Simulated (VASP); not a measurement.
Runs of VASP 6.6.1 on Ca. The structure is that of space group P6_3/mmc (No. 194), or close to it. The cells are those of the table. 

```csv
task,cell,cutoff (eV),k mesh for the DOS,occupations for the DOS,gap on the mesh (eV),pressure (GPa)
single point,"a = 2.943, b = 2.943, c = 9.699 Å, angles 90.0, 90.0, 120.0°, 4 atoms",520,-,-,none,(a)
single point,"a = 3.734, b = 3.734, c = 12.332 Å, angles 90.0, 90.0, 120.0°, 4 atoms",520,-,-,none,2.7
single point,"a = 3.586, b = 3.586, c = 11.855 Å, angles 90.0, 90.0, 120.0°, 4 atoms",520,-,-,none,6.4
single point,"a = 3.900, b = 3.900, c = 12.851 Å, angles 90.0, 90.0, 120.0°, 4 atoms",520,-,-,none,(b)
relaxation of shape and atoms at fixed volume,"relaxed from a = 2.943, b = 2.943, c = 9.699 Å, angles 90.0, 90.0, 120.0°, 4 atoms",600,-,-,none,47.9
single point,"a = 3.252, b = 3.252, c = 10.717 Å, angles 90.0, 90.0, 120.0°, 4 atoms",520,-,-,none,21.5
```

Alike in all rows: level PBE; potentials or basis VASP PAW PBE potentials, release 64 (Ca_sv); no spin polarisation; k mesh 10 × 10 × 3; smearing fermi-dirac 0.08 eV.

Question: Fill in the values left out.

Answer: (a) 47.8; (b) 0.0.

A gap of «none» marks levels without a gap at the run's occupations.
